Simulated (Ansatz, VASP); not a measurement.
## W in VASP and in Ansatz

File INCAR:

```
PREC     = Accurate       # precision mode
ENCUT    = 500            # plane-wave cutoff, eV
EDIFF    = 1E-6           # SCF threshold, eV
ISMEAR   = 0              # smearing method
SIGMA    = 0.15           # smearing width, eV
LREAL    = False          # projectors in reciprocal space
LASPH    = True           # aspherical terms in the spheres
NELM     = 120            # most SCF steps
ALGO     = Normal         # electronic algorithm
ISIF     = 2              # what is computed and relaxed
LWAVE    = False          # write WAVECAR
LCHARG   = False          # write CHGCAR
GGA      = PS             # functional
NBANDS   = 13             # bands
GGA_COMPAT= False
```

KPOINTS

```
Automatic mesh
0
Gamma
  22 22 22
```

POSCAR

```
W
1.0
    0.0000000000      2.0167345863      2.0167345863
    2.0167345863      0.0000000000      2.0167345863
    2.0167345863      2.0167345863      0.0000000000
W
1
Direct
    0.0000000000      0.0000000000      0.0000000000
```

Input for Ansatz:

```yaml
crystal:
  lattice:
    - [0.0, 2.0167345863, 2.0167345863]
    - [2.0167345863, 0.0, 2.0167345863]
    - [2.0167345863, 2.0167345863, 0.0]
  atoms:
    - { symbol: W, position: [0.0, 0.0, 0.0] }
basis:
  ecutwfc: 420
kpoints:
  mp_grid: { grid: [22, 22, 22] }
hamiltonian:
  xc: pbesol
  pseudopotentials: { kind: paw, azcp: { folder: soft_1 } }
scf:
  occupations: { method: gaussian, width: 0.15 }
output:
  forces: true
  stress: true
  eigenvalues: true
```

Alike in both runs: task single point; functional PBEsol; k mesh 22 × 22 × 22; occupations gaussian, width 0.15 eV; no spin polarisation.

```csv
,VASP,Ansatz
version,VASP 6.6.1,Ansatz 0.2.0
potentials or method,"VASP PAW PBE potentials, release 64 (W_sv), cutoff 500 eV","scalar-relativistic, plane waves, PAW"
valence electrons in the cell,14,14
```

|  | VASP | Ansatz | Ansatz less VASP |
| --- | --- | --- | --- |
| gap on the k mesh at the Fermi level (eV) | none | none | - |
| pressure (GPa) | -7.1 | -7.6 | -0.50 |

VASP's potentials were made for PBE, not for PBEsol, and Ansatz warns of the same on its side. A gap of «none» marks a metal or a gap that the smearing closes. With one functional, cell and mesh, what is left measures potentials, basis and numerics.

Neither program's run includes spin-orbit coupling.
